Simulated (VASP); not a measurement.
# C in VASP: a series of runs

C is run at these levels: LDA; tasks: single point.

All numbers are computed with VASP 6.6.1; they aren't measurements. Logs are shortened: lines on timing, memory, paths and dates and some standing lists are left out, and cuts for length are marked.

**1. The cell of the first run**

The structure is monoclinic, space group P2_1 (No. 4). The conventional cell has a = 2.490 Å, b = 8.214 Å, c = 2.490 Å, α = 90.00°, β = 120.00°, γ = 90.00°. Within 2.0 Å of C (site symmetry 1) lie 4 C at 1.52 to 1.53 Å. Within 2.0 Å of C (site symmetry 1) lie 4 C at 1.52 to 1.53 Å. C (site symmetry 1) has 4 C at 1.52 to 1.55 Å within 2.0 Å. Within 2.0 Å of C (site symmetry 1) lie 4 C at 1.52 to 1.55 Å.

**2. Single point, LDA (atoms displaced along several vibrational modes)**

Input file INCAR:

```
  PREC = Accurate
  ENCUT = 520
  EDIFF = 1E-6
  ISMEAR = 0
  SIGMA = 0.05
  LREAL = F
  LASPH = T
  NELM = 80
  ALGO = Normal
  ISIF = 2
  LWAVE = F
  LCHARG = F
  GGA = CA
  NBANDS = 26
```

Input file KPOINTS:

```
Automatic mesh
0
Gamma
  12 12 4
```

Input file POSCAR:

```
C
1.0
    2.4896249417      0.0000000000      0.0000000000
   -1.2448124708      2.1560784454      0.0000000000
    0.0000000000      0.0000000000      8.2142660865
C
8
Direct
   -0.0180567289     -0.0132184430      0.0929365318
    0.0180567289      0.0132184430      0.5929365318
    0.0180567289      0.0132184430      0.4070634682
   -0.0180567289     -0.0132184430      0.9070634682
    0.3183727660      0.6557147713      0.1555443640
    0.6816272340      0.3442852287      0.6555443640
    0.3482939007      0.6776185621      0.3444556360
    0.6517060993      0.3223814379      0.8444556360
```

Potentials or basis: VASP PAW LDA potentials, release 64 (C).

The run is started by

```
cat potpaw_LDA.64/C/POTCAR > POTCAR
mpirun -np 1 vasp_std > vasp.out
```

OUTCAR:

```text
PREC = Accurate
   ENCUT = 520
   EDIFF = 1E-6
   ISMEAR = 0
   LREAL = F
   LASPH = T
   NELM = 80
   ISIF = 2
   GGA = CA

 ion  position               nearest neighbor table
   1  0.982  0.987  0.093-   5 1.52   4 1.53   5 1.53   5 1.53
   2  0.018  0.013  0.593-   6 1.52   3 1.53   6 1.53   6 1.53
   3  0.018  0.013  0.407-   7 1.52   7 1.52   2 1.53   7 1.53
   4  0.982  0.987  0.907-   8 1.52   8 1.52   1 1.53   8 1.53
   5  0.318  0.656  0.156-   1 1.52   1 1.53   1 1.53   7 1.55
   6  0.682  0.344  0.656-   2 1.52   2 1.53   2 1.53   8 1.55
   7  0.348  0.678  0.344-   3 1.52   3 1.52   3 1.53   5 1.55
   8  0.652  0.322  0.844-   4 1.52   4 1.52   4 1.53   6 1.55

  LATTYP: Found a hexagonal cell.
 ALAT       =     2.4896249417
 C/A-ratio  =     3.2993990175

  Lattice vectors:

 A1 = (   2.4896249417,   0.0000000000,   0.0000000000)
 A2 = (  -1.2448124708,   2.1560784454,   0.0000000000)
 A3 = (   0.0000000000,   0.0000000000,   8.2142660865)

Analysis of symmetry for initial positions (statically):
=====================================================================
 Subroutine PRICEL returns:
 Original cell was already a primitive cell.

 Routine SETGRP: Setting up the symmetry group for a
 hexagonal supercell.

 Subroutine GETGRP returns: Found  2 space group operations
 (whereof  1 operations were pure point group operations)
 out of a pool of 24 trial point group operations.

The static configuration has the point symmetry C_1 .
 The point group associated with its full space group is C_2 .

Analysis of symmetry for dynamics (positions and initial velocities):
=====================================================================
 Subroutine PRICEL returns:
 Original cell was already a primitive cell.

 Routine SETGRP: Setting up the symmetry group for a
 hexagonal supercell.

 Subroutine GETGRP returns: Found  2 space group operations
 (whereof  1 operations were pure point group operations)
 out of a pool of 24 trial point group operations.

The dynamic configuration has the point symmetry C_1 .
 The point group associated with its full space group is C_2 .

 Subroutine INISYM returns: Found  2 space group operations
 (whereof  1 operations are pure point group operations),
 and found     1 'primitive' translations

----------------------------------------------------------------------------------------

                                     Primitive cell

  volume of cell :      44.0928

  direct lattice vectors                    reciprocal lattice vectors
     2.489624942  0.000000000  0.000000000     0.401666927  0.231902508  0.000000000
    -1.244812471  2.156078445  0.000000000     0.000000000  0.463805017  0.000000000
     0.000000000  0.000000000  8.214266087     0.000000000  0.000000000  0.121739421

  length of vectors
     2.489624942  2.489624942  8.214266087     0.463805017  0.463805017  0.121739421

  position of ions in fractional coordinates (direct lattice)
     0.981943271  0.986781557  0.092936532
     0.018056729  0.013218443  0.592936532
     0.018056729  0.013218443  0.407063468
     0.981943271  0.986781557  0.907063468
     0.318372766  0.655714771  0.155544364
     0.681627234  0.344285229  0.655544364
     0.348293901  0.677618562  0.344455636
     0.651706099  0.322381438  0.844455636

  ion indices of the primitive-cell ions
   primitive index   ion index
                 1           1
                 2           2
                 3           3
                 4           4
                 5           5
                 6           6
                 7           7
                 8           8

----------------------------------------------------------------------------------------

 KPOINTS: Automatic mesh

Automatic generation of k-mesh.
 Grid dimensions read from file:
 generate k-points for:   12   12    4

 Generating k-lattice:

  Cartesian coordinates                     Fractional coordinates (reciprocal lattice)
     0.033472244  0.019325209  0.000000000     0.083333333 -0.000000000  0.000000000
     0.000000000  0.038650418  0.000000000     0.000000000  0.083333333  0.000000000
     0.000000000  0.000000000  0.030434855     0.000000000  0.000000000  0.250000000

  Length of vectors
     0.038650418  0.038650418  0.030434855

  Shift w.r.t. Gamma in fractional coordinates (k-lattice)
     0.000000000  0.000000000  0.000000000

 Subroutine IBZKPT returns following result:
 ===========================================

 Found    222 irreducible k-points:

 Following reciprocal coordinates:
            Coordinates               Weight
  0.000000  0.000000  0.000000      1.000000
  0.083333  0.000000  0.000000      2.000000
  0.000000  0.083333  0.000000      2.000000
 -0.083333  0.083333  0.000000      2.000000
  0.166667  0.000000  0.000000      2.000000
  0.000000  0.166667  0.000000      2.000000
[... 16 lines left out ...]
  0.166667  0.083333  0.000000      2.000000
 -0.083333  0.250000  0.000000      2.000000
 [... further k-points ...]
   k-points           NKPTS =    222   k-points in BZ     NKDIM =    222   number of bands    NBANDS=     26
   number of dos      NEDOS =    301   number of ions     NIONS =      8
   total plane-waves  NPLWV =  25600
   dimension x,y,z NGX =    20 NGY =   20 NGZ =   64
   dimension x,y,z NGXF=    40 NGYF=   40 NGZF=  128
   ions per type =               8
   NGX,Y,Z   is equivalent  to a cutoff of  13.36, 13.36, 12.95 a.u.
   NGXF,Y,Z  is equivalent  to a cutoff of  26.71, 26.71, 25.91 a.u.
 SYSTEM =  unknown system
   PREC   = accura    normal or accurate (medium, high low for compatibility)
   ISTART =      0    job   : 0-new  1-cont  2-samecut
   ICHARG =      2    charge: 1-file 2-atom 10-const
   ISPIN  =      1    spin polarized calculation?
   LNONCOLLINEAR =      F non collinear calculations
   LSORBIT =      F    spin-orbit coupling
   LASPH  =      T    aspherical Exc in radial PAW
   ENCUT  =  520.0 eV  38.22 Ry    6.18 a.u.   4.63  4.63 15.27*2*pi/ulx,y,z
   NELM   =     80;   NELMIN=  2; NELMDL= -5     # of ELM steps
   EDIFF  = 0.1E-05   stopping-criterion for ELM
   LREAL  =      F    real-space projection
[... 7 lines left out ...]
   TEBEG  =    0.0;   TEEND  =   0.0 temperature during run
   PSTRESS=    0.0 pullay stress
   NELECT =      32.0000    total number of electrons
   NUPDOWN=      -1.0000    fix difference up-down
   EMIN   =  10.00;   EMAX   =-10.00  energy-range for DOS
   EFERMI =   0.00;   METHOD = LEGACY
   ISMEAR =     0;   SIGMA  =   0.05  broadening in eV -4-tet -1-fermi 0-gaus
   EFERMI_NEDOS =   21; number of points for ismear=-14 and -15
   IALGO  =     38    algorithm
   IMIX   =      4    mixing-type and parameters
     AMIX     =   0.40;   BMIX     =  1.00
     AMIX_MAG =   1.60;   BMIX_MAG =  1.00
  volume/ion in A,a.u.               =       5.51        37.19
  Fermi-wavevector in a.u.,A,eV,Ry     =   1.471191  2.780148 29.448492  2.164403
  Thomas-Fermi vector in A             =   2.586357
   LORBIT       =      0    0 simple, 1 ext, 2 COOP (PROOUT), +10 PAW based schemes
   GGA     = CA    functional components
   LHFCALC =     F    Hartree Fock is set to
   AEXX    =    0.0000 exact exchange contribution
   IVDW    =     0    specifies the selected vdW correction
   LEPSILON=     F    determine dielectric tensor
   LRPA    =     F    only Hartree local field effects (RPA)
 non-spin polarized calculation
 Gauss-broadening in eV      SIGMA  =   0.05
  energy-cutoff  :      520.00
  volume of cell :       44.09
 maximum number of plane-waves:      1204
   NGX =  9   NGY =  9   NGZ = 31

 number of electron      31.9999998 magnetization

 Free energy of the ion-electron system (eV)
  ---------------------------------------------------
  ext. energy  EPLUGINS =         0.00000000
  ---------------------------------------------------
  free energy    TOTEN  =       -80.87053233 eV

  energy without entropy =      -80.87053233  energy(sigma->0) =      -80.87053233

 E-fermi :  10.4967     XC(G=0): -13.6370

 val. band max:       10.2841217305   @ k =   0.0000   0.0000   0.0000
 cond. band min:      14.8668064397   @ k =   0.4167   0.0000   0.0000
 fundamental gap:      4.5826847092
 Fermi energy:        10.4966766554

 k-point     1 :       0.0000    0.0000    0.0000
  band No.  band energies     occupation
      1     -11.5698      2.00000
      2      -9.8972      2.00000
      3      -9.7886      2.00000
      4      -5.6760      2.00000
      5      -3.5448      2.00000
      6       3.3398      2.00000
[... 18 lines left out ...]
     25      18.7977      0.00000
     26      19.3622      0.00000

 k-point     2 :       0.0833    0.0000    0.0000
  band No.  band energies     occupation
      1     -11.3948      2.00000
      2      -9.7247      2.00000
      3      -9.6167      2.00000
      4      -5.5215      2.00000
      5      -3.3788      2.00000
      6       3.4301      2.00000
[... 18 lines left out ...]
     25      19.1845      0.00000
     26      19.6384      0.00000

 k-point     3 :       0.0000    0.0833    0.0000
  band No.  band energies     occupation
      1     -11.3948      2.00000
      2      -9.7247      2.00000
      3      -9.6167      2.00000
      4      -5.5214      2.00000
      5      -3.3788      2.00000
      6       3.4301      2.00000
[... 572 lines left out ...]
 k-point    23 :       0.1667    0.0833    0.0000
  band No.  band energies     occupation
      1     -10.3506      2.00000
      2      -8.6965      2.00000
      3      -8.5939      2.00000
      4      -4.6018      2.00000
      5      -2.4249      2.00000
      6       3.1269      2.00000
[... 18 lines left out ...]
     25      20.4539      0.00000
     26      21.3334      0.00000

 k-point    24 :      -0.0833    0.2500    0.0000
  band No.  band energies     occupation
      1     -10.3506      2.00000
      2      -8.6965      2.00000
      3      -8.5939      2.00000
      4      -4.6017      2.00000
      5      -2.4251      2.00000
      6       3.1273      2.00000
[... 18 lines left out ...]
     25      20.4551      0.00000
     26      21.3341      0.00000

 [... further k-points ...]

------------------------ aborting loop because EDIFF is reached ----------------------------------------

  FORCE on cell =-STRESS in cart. coord.  units (eV):
  Direction    XX          YY          ZZ          XY          YZ          ZX
  --------------------------------------------------------------------------------------
  -------------------------------------------------------------------------------------
  Total        0.4737922      0.4738831      0.4742409     -0.0304133      0.0000000      0.0000000
  in kB       17.2159615     17.2192631     17.2322629     -1.1051127      0.0000000      0.0000000
  external PRESSURE =      17.2224958 kB  Pullay stress =       0.0000000 kB

 VOLUME and BASIS-vectors are now :
 -----------------------------------------------------------------------------
  energy-cutoff  :      520.00
  volume of cell :       44.09
      direct lattice vectors                 reciprocal lattice vectors
     2.489624942  0.000000000  0.000000000     0.401666927  0.231902508  0.000000000
    -1.244812471  2.156078445  0.000000000     0.000000000  0.463805017  0.000000000
     0.000000000  0.000000000  8.214266087     0.000000000  0.000000000  0.121739421

 POSITION                                       TOTAL-FORCE (eV/Angst)
 -----------------------------------------------------------------------------------
      1.21631      2.12758      0.76341         0.201813      0.196866      0.000100
      0.02850      0.02850      4.87054        -0.201813     -0.196866      0.000100
      0.02850      0.02850      3.34373        -0.191865     -0.196873     -0.000185
      1.21631      2.12758      7.45086         0.191865      0.196873     -0.000185
     -0.02361      1.41377      1.27768         0.152255      0.159047      0.009906
      1.26843      0.74231      5.38482        -0.152255     -0.159047      0.009906
      0.02361      1.46100      2.82945        -0.165832     -0.159025     -0.009821
      1.22120      0.69508      6.93658         0.165832      0.159025     -0.009821
 -----------------------------------------------------------------------------------
    total drift:                               -0.000000     -0.000000      0.000008

  FREE ENERGIE OF THE ION-ELECTRON SYSTEM (eV)
  ---------------------------------------------------
  free  energy   TOTEN  =       -80.8705323315 eV

  energy  without entropy=      -80.8705323315  energy(sigma->0) =      -80.87053233
```

It took 2.2 min on 1 thread of AMD EPYC 7R13 (Zen 3), shared host; peak memory 0.23 GiB.

What came out:

* Free energy: -80.8705 eV
* Pressure: 1.7 GPa
* Largest force: 0.282 eV/Å
* Band gap on the k mesh: 4.58 eV (least direct gap 5.33 eV)

Forces in eV/Å, atoms in the order of the input:
```
C    0.202  0.197  0.000
C   -0.202 -0.197  0.000
C   -0.192 -0.197  0.000
C    0.192  0.197  0.000
C    0.152  0.159  0.010
C   -0.152 -0.159  0.010
C   -0.166 -0.159 -0.010
C    0.166  0.159 -0.010
```

Stress tensor (GPa, compression positive):
```
 1.72 -0.11  0.00
-0.11  1.72  0.00
 0.00  0.00  1.72
```

Caveat: the cell differs from its parent crystal (atoms displaced along several vibrational modes). A k mesh can miss the band edges.

(Part 1 of 2 ends here.)
